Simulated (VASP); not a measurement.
Input of a VASP 6.6.1 run:

Contents of INCAR:

```
SYSTEM = Sn
  PREC = Accurate
  ENCUT = 500
  EDIFF = 1E-6
  ISMEAR = 0
  SIGMA = 0.1
  LREAL = .False.
  LASPH = .True.
  NELM = 120
  ALGO = Normal
  ISIF = 2
  LWAVE = .False.
  LCHARG = .False.
  GGA = PE
  NBANDS = 28
  GGA_COMPAT = .False.
```

The input KPOINTS:

```
regular mesh
0
Gamma
  12 12 14
  0 0 0
```

The input POSCAR:

```
Sn
1.0
    5.4295502498      0.0000000000      0.0000000000
   -2.7147751249      4.7021284474      0.0000000000
    0.0000000000      0.0000000000      3.2690195956
Sn
3
Direct
    0.0000000000      0.0000000000      0.0000000000
    0.3333333333      0.6666666667      0.5000000000
    0.6666666667      0.3333333333      0.5000000000
```

Potentials or basis: VASP PAW PBE potentials, release 64 (Sn_d).

The run is started by

```bash
$ cat potpaw_PBE.64/Sn_d/POTCAR > POTCAR
$ mpirun -np 1 vasp_std > vasp.out
```

**Question.** Estimate the pressure.

**Answer.** 0.0 GPa.

**Question.** Predict the band gap on the k mesh.

**Answer.** Zero (bands 21 and 22 overlap by 4.30 eV).

Caveat: spin-orbit coupling is left out, which moves the levels of the heavy elements.
